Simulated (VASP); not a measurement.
Write the native input for VASP 6.6.1 that does the following.

```yaml
Task: single point
Functional: PBEsol
Potentials_or_basis: VASP PAW PBE potentials, release 64 (Sn_d)
Cutoff: 520 eV
k_mesh: 11 × 11 × 11
Occupations: fermi-dirac, width 0.05 eV
Spin: no spin polarisation
Dipole_correction: no
Further_INCAR_settings: ALGO = Normal; EDIFF = 1e-06; NBANDS = 21
```

The structure of Sn lies in POSCAR:

```
Sn
1.0
   -0.0649120000      3.2131440000      3.2131440000
    3.2131440000     -0.0649120000      3.2131440000
    3.2131440000      3.2131440000     -0.0649120000
Sn
2
Direct
    0.5000000000      0.5000000000      0.5000000000
    0.7500000000      0.7500000000      0.7500000000
```

This cell differs from its parent crystal: equal xy, yz and zx shear strains of -2 %.

The input as run:

INCAR

```
PREC     = Accurate       # precision mode
ENCUT    = 520            # plane-wave cutoff, eV
EDIFF    = 1E-6           # SCF threshold, eV
ISMEAR   = -1             # smearing method
SIGMA    = 0.05           # smearing width, eV
LREAL    = F              # projectors in reciprocal space
LASPH    = T              # aspherical terms in the spheres
NELM     = 80             # most SCF steps
ALGO     = Normal         # electronic algorithm
ISIF     = 2              # what is computed and relaxed
LWAVE    = F              # write WAVECAR
LCHARG   = F              # write CHGCAR
GGA      = PS             # functional
NBANDS   = 21             # bands
```

KPOINTS

```
regular mesh
0
Gamma
  11 11 11
```

Potentials or basis: VASP PAW PBE potentials, release 64 (Sn_d).

Command:

```bash
$ cat potpaw_PBE.64/Sn_d/POTCAR > POTCAR
$ mpirun -np 1 vasp_std > vasp.out
```

It gave:

```
Pressure               : 1.0 GPa
Largest force          : 0.348 eV/Å
Band gap on the k mesh : zero (bands 14 and 15 overlap by 0.30 eV)
```

Caveat: the cell differs from its parent crystal (equal xy, yz and zx shear strains of -2 %); the PAW data sets were made with another functional, which shifts forces and pressure a little; spin-orbit coupling is left out, which moves the levels of the heavy elements.

Run time: 87 s on 1 thread of AMD EPYC 9R45 96-Core Processor (Zen 5), with other jobs on the host, peak memory 0.28 GiB.
